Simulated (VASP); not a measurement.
# Au (C2/m) in VASP: electric field gradients with PBEsol

Aim: the electric field gradients of Au with PBEsol.

All numbers are computed with VASP 6.6.1; they aren't measurements. Logs are shortened: lines on timing, memory, paths and dates and some standing lists are left out, and cuts for length are marked.

## (1) The cell of the first run

The structure is monoclinic, space group C2/m (No. 12). The conventional cell has a = 5.104 Å, b = 2.947 Å, c = 4.774 Å, α = 90.00°, β = 90.00°, γ = 90.00°. Within 3.0 Å of Au (site symmetry m) lie 9 Au at 2.23 to 2.95 Å.

## (2) Electric field gradients, PBEsol (shortest bond scaled by 0.76)

File INCAR:

```
  PREC = Accurate
  ENCUT = 520
  EDIFF = 1E-8
  ISMEAR = -1
  SIGMA = 0.05
  LREAL = F
  LASPH = T
  NELM = 60
  ALGO = Normal
  ISIF = 2
  LWAVE = F
  LCHARG = F
  GGA = PS
  LEFG = T
  NBANDS = 18
```

File KPOINTS:

```
Automatic mesh
0
Gamma
  12 12 6
```

File POSCAR:

```
Au
1.0
    2.9469569625      0.0000000000      0.0000000000
   -1.4734784812      2.5521395934      0.0000000000
    0.0000000000      0.0000000000      4.7740702792
Au
2
Direct
    0.2533333333      0.6266666667      0.1900000000
    0.7466666667      0.3733333333      0.8100000000
```

Potentials or basis: VASP PAW PBE potentials, release 64 (Au).

The run is started by

```console
$ cat potpaw_PBE.64/Au/POTCAR > POTCAR
$ mpirun -np 1 vasp_std > vasp.out
```

OUTCAR:

```text
PREC = Accurate
   ENCUT = 520
   EDIFF = 1E-8
   ISMEAR = -1
   LREAL = F
   LASPH = T
   NELM = 60
   ISIF = 2
   GGA = PS

 ion  position               nearest neighbor table
   1  0.253  0.627  0.190-   2 2.23   2 2.65   2 2.65   2 3.23   2 3.54   2 3.54
   2  0.747  0.373  0.810-   1 2.23   1 2.65   1 2.65   1 3.23   1 3.54   1 3.54

  LATTYP: Found a hexagonal cell.
 ALAT       =     2.9469569625
 C/A-ratio  =     1.6200000000

  Lattice vectors:

 A1 = (   2.9469569625,   0.0000000000,   0.0000000000)
 A2 = (  -1.4734784812,   2.5521395934,   0.0000000000)
 A3 = (   0.0000000000,   0.0000000000,   4.7740702792)

Analysis of symmetry for initial positions (statically):
=====================================================================
 Subroutine PRICEL returns:
 Original cell was already a primitive cell.

 Routine SETGRP: Setting up the symmetry group for a
 hexagonal supercell.

 Subroutine GETGRP returns: Found  4 space group operations
 (whereof  4 operations were pure point group operations)
 out of a pool of 24 trial point group operations.

The static configuration has the point symmetry C_2h.

Analysis of symmetry for dynamics (positions and initial velocities):
=====================================================================
 Subroutine PRICEL returns:
 Original cell was already a primitive cell.

 Routine SETGRP: Setting up the symmetry group for a
 hexagonal supercell.

 Subroutine GETGRP returns: Found  4 space group operations
 (whereof  4 operations were pure point group operations)
 out of a pool of 24 trial point group operations.

The dynamic configuration has the point symmetry C_2h.

 Subroutine INISYM returns: Found  4 space group operations
 (whereof  4 operations are pure point group operations),
 and found     1 'primitive' translations

----------------------------------------------------------------------------------------

                                     Primitive cell

  volume of cell :      35.9060

  direct lattice vectors                    reciprocal lattice vectors
     2.946956962  0.000000000  0.000000000     0.339333086  0.195914048  0.000000000
[... 121 lines left out ...]
 NGX is ok and might be reduce to    24
   NGX = 11   NGY = 11   NGZ = 17

 number of electron      21.9999996 magnetization

 Free energy of the ion-electron system (eV)
  ---------------------------------------------------
  ext. energy  EPLUGINS =         0.00000000
  ---------------------------------------------------
  free energy    TOTEN  =        -5.64901721 eV

  energy without entropy =       -5.64244827  energy(sigma->0) =       -5.64573274

 E-fermi :   8.5732     XC(G=0): -12.4052

 val. band max:        8.5672729384   @ k =   0.5000  -0.3333   0.3333
 cond. band min:       8.5958298558   @ k =  -0.1667   0.4167   0.5000
 fundamental gap:      0.0285569174
 Fermi energy:         8.5731764631

 k-point     1 :       0.0000    0.0000    0.0000
  band No.  band energies     occupation
      1      -1.3029      2.00000
      2       0.8118      2.00000
      3       2.2107      2.00000
      4       3.1267      2.00000
      5       3.3451      2.00000
      6       3.6761      2.00000
[... 481 lines left out ...]
      5       4.3846      2.00000
      6       4.7812      2.00000
[... 10 lines left out ...]
     17      22.0867      0.00000
     18      24.1372      0.00000

 [... further k-points ...]

------------------------ aborting loop because EDIFF is reached ----------------------------------------

  FORCE on cell =-STRESS in cart. coord.  units (eV):
  Direction    XX          YY          ZZ          XY          YZ          ZX
  --------------------------------------------------------------------------------------
  -------------------------------------------------------------------------------------
  Total        5.7138611      2.8393769     13.0668189      2.4893764      3.6239067      6.2767894
  in kB      254.9606951    126.6970766    583.0602403    111.0795519    161.7039265    280.0793629
  external PRESSURE =     321.5726707 kB  Pullay stress =       0.0000000 kB

 VOLUME and BASIS-vectors are now :
 -----------------------------------------------------------------------------
  energy-cutoff  :      520.00
  volume of cell :       35.91
      direct lattice vectors                 reciprocal lattice vectors
     2.946956962  0.000000000  0.000000000     0.339333086  0.195914048  0.000000000
    -1.473478481  2.552139593  0.000000000     0.000000000  0.391828097  0.000000000
     0.000000000  0.000000000  4.774070279     0.000000000  0.000000000  0.209464868

 POSITION                                       TOTAL-FORCE (eV/Angst)
 -----------------------------------------------------------------------------------
     -0.17682      1.59934      0.90707         3.384718      1.954168      9.143328
      1.65030      0.95280      3.86700        -3.384718     -1.954168     -9.143328
 -----------------------------------------------------------------------------------
    total drift:                                0.000000     -0.000000      0.000000

  FREE ENERGIE OF THE ION-ELECTRON SYSTEM (eV)
  ---------------------------------------------------
  free  energy   TOTEN  =        -5.6490172074 eV

  energy  without entropy=       -5.6424482676  energy(sigma->0) =       -5.64573274

 Electric field gradients (V/A^2)
---------------------------------------------------------------------
 ion       V_xx      V_yy      V_zz      V_xy      V_xz      V_yz
---------------------------------------------------------------------
   1     -12.241    46.005   -33.764   -50.442   -87.443   -50.485
   2     -12.241    46.005   -33.764   -50.442   -87.443   -50.485
---------------------------------------------------------------------

 Electric field gradients after diagonalization (V/A^2)
 (convention: |V_zz| > |V_xx| > |V_yy|)
----------------------------------------------------------------------
 ion       V_xx      V_yy      V_zz     asymmetry (V_yy - V_xx)/ V_zz
----------------------------------------------------------------------
   1      75.128    63.478  -138.605       0.084
   2      75.128    63.478  -138.605       0.084
----------------------------------------------------------------------

           NMR quadrupolar parameters

 Cq : quadrupolar parameter    Cq=e*Q*V_zz/h
 eta: asymmetry parameters     (V_yy - V_xx)/ V_zz
 Q  : nuclear electric quadrupole moment in mb (millibarn)
----------------------------------------------------------------------
 ion       Cq(MHz)       eta       Q (mb)
----------------------------------------------------------------------
   1      -0.335       0.084       1.000
   2      -0.335       0.084       1.000
----------------------------------------------------------------------
```

It took 47 s on 1 thread of Intel Xeon 6975P-C (Granite Rapids), shared host; peak memory 0.25 GiB.

What came out:

```
Free energy                             : -5.6490 eV
Pressure                                : 32.2 GPa
Largest force                           : 9.944 eV/Å
Band gap on the k mesh                  : zero (bands 11 and 12 overlap by 4.44 eV)
Largest electric field gradient by atom : Au -138.6 V/Å²
```

Forces on the atoms (eV/Å):
```
Au   3.385  1.954  9.143
Au  -3.385 -1.954 -9.143
```

Stress tensor (GPa, compression positive):
```
25.50 11.11 28.01
11.11 12.67 16.17
28.01 16.17 58.31
```

Electric field gradients, principal values (V/Å²):
| atom | least | middle | greatest (by size) |
| --- | --- | --- | --- |
| 1 Au | 63.478 | 75.128 | -138.605 |
| 2 Au | 63.478 | 75.128 | -138.605 |

Caveat: the cell differs from its parent crystal (shortest bond scaled by 0.76); the cell stands under pressure; without QUAD_EFG the Cq values of the log hold for a quadrupole moment of 1 mb, not for the nuclei; the PAW data sets were made with another functional, which shifts forces and pressure a little; spin-orbit coupling is left out, which moves the levels of the heavy elements.
